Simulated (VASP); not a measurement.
Input of a VASP 6.6.1 run:

Contents of INCAR:

```
SYSTEM = SiC5
PREC = Accurate
ENCUT = 520
EDIFF = 1E-6
ISMEAR = 0
SIGMA = 0.1
LREAL = .FALSE.
LASPH = .TRUE.
NELM = 150
ALGO = Normal
ISIF = 2
LWAVE = .FALSE.
LCHARG = .FALSE.
ISPIN = 2
MAGMOM = 0 1 1 1 1 1
LORBIT = 11
GGA = PE
NBANDS = 25
```

The input KPOINTS:

```
regular mesh
0
G
  6 6 4
  0 0 0
```

Contents of POSCAR:

```
SiC5
1.0
    3.5850644920      0.0000000000      0.0000000000
   -1.7925322460      3.1047569242      0.0000000000
    0.0000000000      0.0000000000      7.4364509378
Si C
1 5
Direct
    0.0000000000      0.0000000000      0.5000000000
    0.3333333333      0.6666666667      0.5000000000
    0.0000000000      0.7746795231      0.0000000000
    0.7746795231      0.0000000000      0.0000000000
    0.2253204769      0.2253204769      0.0000000000
    0.6666666667      0.3333333333      0.5000000000
```

Potentials or basis: VASP PAW PBE potentials, release 64 (Si, C).

Run with:

```console
$ cat potpaw_PBE.64/Si/POTCAR potpaw_PBE.64/C/POTCAR > POTCAR
$ mpirun -np 1 vasp_std > vasp.out
```

Problem. Predict the largest force.

Solution. 0.143 eV/Å.

Problem. Predict the pressure.

Solution. 0.3 GPa.

Stress tensor (GPa, compression positive):
```
0.34 0.00 0.00
0.00 0.34 0.00
0.00 0.00 0.19
```
